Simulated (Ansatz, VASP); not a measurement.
Be3CdSe4 in VASP and in Ansatz

Contents of POSCAR:

```
Be3CdSe4
1.0
    5.3836130946      0.0000000000      0.0000000000
    0.0000000000      5.3836130946      0.0000000000
    0.0000000000      0.0000000000      5.3836130946
Be Cd Se
3 1 4
Direct
    0.0000000000      0.0000000000      0.5000000000
    0.0000000000      0.5000000000      0.0000000000
    0.5000000000      0.0000000000      0.0000000000
    0.0000000000      0.0000000000      0.0000000000
    0.2700557813      0.2700557813      0.2700557813
    0.2700557813      0.7299442187      0.7299442187
    0.7299442187      0.2700557813      0.7299442187
    0.7299442187      0.7299442187      0.2700557813
```

The input INCAR.step1:

```
PREC = Accurate
ENCUT = 660
ISMEAR = -1
SIGMA = 0.03
LREAL = False
LASPH = True
NELM = 120
NBANDS = 31
GGA = PE
ALGO = Normal
EDIFF = 1E-5
LWAVE = True
LCHARG = False
GGA_COMPAT = False
```

The input INCAR.step2:

```
PREC = Accurate
ENCUT = 660
EDIFF = 1E-6
ISMEAR = -1
SIGMA = 0.03
LREAL = False
LASPH = True
NELM = 120
ALGO = Normal
ISIF = 2
LWAVE = False
LCHARG = False
METAGGA = R2SCAN
LMIXTAU = True
LUSE_VDW = True
IVDW_NL = 2
BPARAM = 11.95
CPARAM = 0.0093
NBANDS = 31
ISTART = 1
GGA_COMPAT = False
```

The input KPOINTS:

```
regular mesh
0
Gamma
  6 6 6
```

Input for Ansatz:

```yaml
crystal:
  lattice:
    - [5.3836130946, 0.0, 0.0]
    - [0.0, 5.3836130946, 0.0]
    - [0.0, 0.0, 5.3836130946]
  atoms:
    - { symbol: Be, position: [0.0, 0.0, 0.5] }
    - { symbol: Be, position: [0.0, 0.5, 0.0] }
    - { symbol: Be, position: [0.5, 0.0, 0.0] }
    - { symbol: Cd, position: [0.0, 0.0, 0.0] }
    - { symbol: Se, position: [0.2700557813, 0.2700557813, 0.2700557813] }
    - { symbol: Se, position: [0.2700557813, 0.7299442187, 0.7299442187] }
    - { symbol: Se, position: [0.7299442187, 0.2700557813, 0.7299442187] }
    - { symbol: Se, position: [0.7299442187, 0.7299442187, 0.2700557813] }
kpoints:
  mp_grid: { grid: [6, 6, 6] }
  band_path:
    path: [[0.0, 0.0, 0.0], [0.0, 0.5, 0.0], [0.5, 0.5, 0.0], [0.5, 0.5, 0.5]]
    npoints: 1
hamiltonian:
  xc: r2scan
  dispersion: rvv10
scf:
  occupations: { method: fermi_dirac, width: 0.03 }
  n_extra_bands: 6
output:
  forces: true
  stress: true
  eigenvalues: true
```

Alike in both runs: task single point; functional r2SCAN; dispersion rVV10; k mesh 6 × 6 × 6; occupations fermi-dirac, width 0.03 eV; no spin polarisation.

|  | VASP | Ansatz |
| --- | --- | --- |
| version | VASP 6.6.1 | Ansatz 0.2.0 |
| potentials or method | VASP PAW PBE potentials, release 64 (Be, Cd, Se) | plane waves, PAW |
| plane-wave cutoff (eV) | 660 | 500 |
| valence electrons in the cell | 42 | 90 |

Ansatz gave:

| Property | Result |
| --- | --- |
| gap on the k mesh at the Fermi level (eV) | 3.03 |
| pressure (GPa) | 0.0 |
| rms of the force components (eV/Å) | 0.001 |

Problem. Estimate VASP's values.

Solution. gap on the k mesh at the Fermi level (eV): 3.04; pressure (GPa): 0.4; rms of the force components (eV/Å): 0.033.

VASP's potentials were made for PBE, not for r2SCAN. Atom by atom the forces differ by 0.032 eV/Å (rms over components). VASP's potentials hold 42 valence electrons a cell and Ansatz's 90, so a difference there can come from the potentials and not from the codes.
